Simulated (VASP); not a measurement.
# ZrC (P6_3/mmc) in VASP: a series of runs

Runs on ZrC. Level: PBEsol. Tasks: single point.

All numbers are computed with VASP 6.6.1; they aren't measurements. Logs are shortened: lines on timing, memory, paths and dates and some standing lists are left out, and cuts for length are marked.

### 1 The cell of the first run

The structure is hexagonal, space group P6_3/mmc (No. 194). The conventional cell has a = 3.180 Å, b = 3.180 Å, c = 5.024 Å, α = 90.00°, β = 90.00°, γ = 120.00°. Zr (site symmetry -6m2) has 6 C at 2.22 Å within 2.9 Å. Within 2.9 Å of C (site symmetry -3m) lie 6 Zr at 2.22 Å and 2 C at 2.51 Å.

### 2 Single point, PBEsol

Input file INCAR:

```
PREC = Accurate
ENCUT = 520
EDIFF = 1E-7
ISMEAR = 1
SIGMA = 0.05
LREAL = F
LASPH = T
NELM = 60
ALGO = Normal
ISIF = 2
LWAVE = F
LCHARG = T
GGA = PS
LELF = T
LVHAR = T
NBANDS = 24
```

Input file KPOINTS:

```
Automatic mesh
0
Gamma
  8 8 4
```

Input file POSCAR:

```
ZrC
1.0
    3.1801279000      0.0000000000      0.0000000000
   -1.5900639500      2.7540715487      0.0000000000
    0.0000000000      0.0000000000      5.0241704681
Zr C
2 2
Direct
    0.3333333333      0.6666666667      0.2500000000
    0.6666666667      0.3333333333      0.7500000000
    0.0000000000      0.0000000000      0.0000000000
    0.0000000000      0.0000000000      0.5000000000
```

Potentials or basis: VASP PAW PBE potentials, release 64 (Zr_sv, C).

Launch:

```
$ cat potpaw_PBE.64/Zr_sv/POTCAR potpaw_PBE.64/C/POTCAR > POTCAR
$ mpirun -np 1 vasp_std > vasp.out
```

OUTCAR:

```text
PREC = Accurate
   ENCUT = 520
   EDIFF = 1E-7
   ISMEAR = 1
   LREAL = F
   LASPH = T
   NELM = 60
   ISIF = 2
   GGA = PS

 ion  position               nearest neighbor table
   1  0.333  0.667  0.250-   3 2.22   4 2.22   3 2.22   4 2.22   3 2.22   4 2.22   2 3.11   2 3.11
                             2 3.11   2 3.11   2 3.11   2 3.11
   2  0.667  0.333  0.750-   3 2.22   4 2.22   3 2.22   4 2.22   3 2.22   4 2.22   1 3.11   1 3.11
                             1 3.11   1 3.11   1 3.11   1 3.11
   3  0.000  0.000  0.000-   1 2.22   2 2.22   2 2.22   1 2.22   2 2.22   1 2.22
   4  0.000  0.000  0.500-   1 2.22   2 2.22   2 2.22   1 2.22   2 2.22   1 2.22

  LATTYP: Found a hexagonal cell.
 ALAT       =     3.1801279000
 C/A-ratio  =     1.5798642778

  Lattice vectors:

 A1 = (   3.1801279000,   0.0000000000,   0.0000000000)
 A2 = (  -1.5900639500,   2.7540715487,   0.0000000000)
 A3 = (   0.0000000000,   0.0000000000,   5.0241704681)

Analysis of symmetry for initial positions (statically):
=====================================================================
 Subroutine PRICEL returns:
 Original cell was already a primitive cell.

 Routine SETGRP: Setting up the symmetry group for a
 hexagonal supercell.

 Subroutine GETGRP returns: Found 24 space group operations
 (whereof 12 operations were pure point group operations)
 out of a pool of 24 trial point group operations.

The static configuration has the point symmetry D_3d.
 The point group associated with its full space group is D_6h.

Analysis of symmetry for dynamics (positions and initial velocities):
=====================================================================
 Subroutine PRICEL returns:
 Original cell was already a primitive cell.

 Routine SETGRP: Setting up the symmetry group for a
 hexagonal supercell.

 Subroutine GETGRP returns: Found 24 space group operations
 (whereof 12 operations were pure point group operations)
 out of a pool of 24 trial point group operations.

The dynamic configuration has the point symmetry D_3d.
 The point group associated with its full space group is D_6h.

 Subroutine INISYM returns: Found 24 space group operations
 (whereof 12 operations are pure point group operations),
 and found     1 'primitive' translations

----------------------------------------------------------------------------------------

                                     Primitive cell

  volume of cell :      44.0032

[... 87 lines left out ...]
   LNONCOLLINEAR =      F non collinear calculations
   LSORBIT =      F    spin-orbit coupling
   LASPH  =      T    aspherical Exc in radial PAW
   ENCUT  =  520.0 eV  38.22 Ry    6.18 a.u.   5.91  5.91  9.34*2*pi/ulx,y,z
   NELM   =     60;   NELMIN=  2; NELMDL= -5     # of ELM steps
   EDIFF  = 0.1E-06   stopping-criterion for ELM
   LREAL  =      F    real-space projection
   EDIFFG = 0.1E-05   stopping-criterion for IOM
   NSW    =      0    number of steps for IOM
   IBRION =     -1    ionic relax: 0-MD 1-quasi-New 2-CG
   NFREE  =      0    steps in history (QN), initial steepest desc. (CG)
   ISIF   =      2    stress and relaxation
   ISYM   =      2    0-nonsym 1-usesym 2-fastsym
   POTIM  = 0.5000    time-step for ionic-motion
   TEBEG  =    0.0;   TEEND  =   0.0 temperature during run
   PSTRESS=    0.0 pullay stress
   NELECT =      32.0000    total number of electrons
   NUPDOWN=      -1.0000    fix difference up-down
   EMIN   =  10.00;   EMAX   =-10.00  energy-range for DOS
   EFERMI =   0.00;   METHOD = LEGACY
   ISMEAR =     1;   SIGMA  =   0.05  broadening in eV -4-tet -1-fermi 0-gaus
   EFERMI_NEDOS =   21; number of points for ismear=-14 and -15
   IALGO  =     38    algorithm
   IMIX   =      4    mixing-type and parameters
     AMIX     =   0.40;   BMIX     =  1.00
     AMIX_MAG =   1.60;   BMIX_MAG =  1.00
  volume/ion in A,a.u.               =      11.00        74.24
  Fermi-wavevector in a.u.,A,eV,Ry     =   1.472189  2.782033 29.488439  2.167339
  Thomas-Fermi vector in A             =   2.587233
   LORBIT       =      0    0 simple, 1 ext, 2 COOP (PROOUT), +10 PAW based schemes
   GGA     = PS    functional components
   LHFCALC =     F    Hartree Fock is set to
   AEXX    =    0.0000 exact exchange contribution
   IVDW    =     0    specifies the selected vdW correction
   LEPSILON=     F    determine dielectric tensor
   LRPA    =     F    only Hartree local field effects (RPA)
 non-spin polarized calculation
 Methfessel and Paxton  Order N= 1 SIGMA  =   0.05
  energy-cutoff  :      520.00
  volume of cell :       44.00
 maximum number of plane-waves:      1200
 NGX is ok and might be reduce to    24
   NGX = 11   NGY = 11   NGZ = 19

 number of electron      32.0000002 magnetization

 Free energy of the ion-electron system (eV)
  ---------------------------------------------------
  ext. energy  EPLUGINS =         0.00000000
  ---------------------------------------------------
  free energy    TOTEN  =       -39.62794452 eV

  energy without entropy =      -39.62789417  energy(sigma->0) =      -39.62792774

 E-fermi :  11.8210     XC(G=0): -13.1119

 val. band max:       11.6935507567   @ k =   0.1250   0.1250   0.2500
 cond. band min:      11.8495983175   @ k =   0.2500   0.2500   0.2500
 fundamental gap:      0.1560475607
 Fermi energy:        11.8209772694

 k-point     1 :       0.0000    0.0000    0.0000
  band No.  band energies     occupation
      1     -35.8129      2.00000
      2     -35.5709      2.00000
      3     -14.9242      2.00000
      4     -13.5833      2.00000
      5     -13.5833      2.00000
      6     -13.4306      2.00000
[... 637 lines left out ...]
     23      20.0817      0.00000
     24      20.0817      0.00000

 [... further k-points ...]
[... 5 lines left out ...]
  --------------------------------------------------------------------------------------
  -------------------------------------------------------------------------------------
  Total       12.5211758     12.5211758     12.5009852      0.0000000      0.0000000      0.0000000
  in kB      455.9020280    455.9020280    455.1668784      0.0000000      0.0000000      0.0000000
  external PRESSURE =     455.6569781 kB  Pullay stress =       0.0000000 kB

 VOLUME and BASIS-vectors are now :
 -----------------------------------------------------------------------------
  energy-cutoff  :      520.00
  volume of cell :       44.00
      direct lattice vectors                 reciprocal lattice vectors
     3.180127900  0.000000000  0.000000000     0.314452761  0.181549386  0.000000000
    -1.590063950  2.754071549  0.000000000     0.000000000  0.363098773  0.000000000
     0.000000000  0.000000000  5.024170468     0.000000000  0.000000000  0.199037832

 POSITION                                       TOTAL-FORCE (eV/Angst)
 -----------------------------------------------------------------------------------
     -0.00000      1.83605      1.25604        -0.000000      0.000000      0.000000
      1.59006      0.91802      3.76813         0.000000     -0.000000      0.000000
      0.00000      0.00000      0.00000         0.000000      0.000000      0.000000
      0.00000      0.00000      2.51209         0.000000      0.000000      0.000000
 -----------------------------------------------------------------------------------
    total drift:                               -0.000000      0.000000     -0.000000

  FREE ENERGIE OF THE ION-ELECTRON SYSTEM (eV)
  ---------------------------------------------------
  free  energy   TOTEN  =       -39.6279445212 eV

  energy  without entropy=      -39.6278941700  energy(sigma->0) =      -39.62792774
```

stdout:

```text
POSCAR found type information on POSCAR ZrC
 POSCAR found :  2 types and       4 ions
 scaLAPACK will be used
 -----------------------------------------------------------------------------
|                                                                             |
|                                                                             |
|     You enforced a specific xc type in the INCAR file but a different       |
|     I HOPE YOU KNOW WHAT YOU ARE DOING!                                     |
|                                                                             |
 -----------------------------------------------------------------------------

 LDA part: xc-table for (Slater+PW92), standard interpolation
 POSCAR, INCAR and KPOINTS ok, starting setup
 FFT: planning ... GRIDC
 FFT: planning ... GRID_SOFT
 FFT: planning ... GRID
 WAVECAR not read
 entering main loop
```

Wall time 45 s (1 thread of Intel Xeon 8259CL, shared host); peak memory 0.17 GiB.

Results:

* Free energy: -39.6279 eV
* Pressure: 45.6 GPa
* Band gap on the k mesh: zero (band 16 reaches 12.68 eV, above the bottom of band 17 at 11.69 eV)

Levels at points of the mesh, in eV from the Fermi level:
```tsv
k point	band 14	band 15	band 16	band 17	band 18	band 19
(0.00, 0.00, 0.00)	-1.34	-1.34	0.86	1.33	1.33	1.95
(0.50, 0.00, 0.00)	-3.10	-1.74	-0.52	1.75	5.01	5.17
(0.00, 0.00, 0.50)	-2.87	-2.87	-2.87	4.09	4.09	4.09
(0.50, 0.00, 0.50)	-3.20	-2.35	-2.35	1.76	1.76	5.05
```

Caveat: the PAW data sets were made with another functional, which shifts forces and pressure a little.

(Continued in part 2 of 2.)
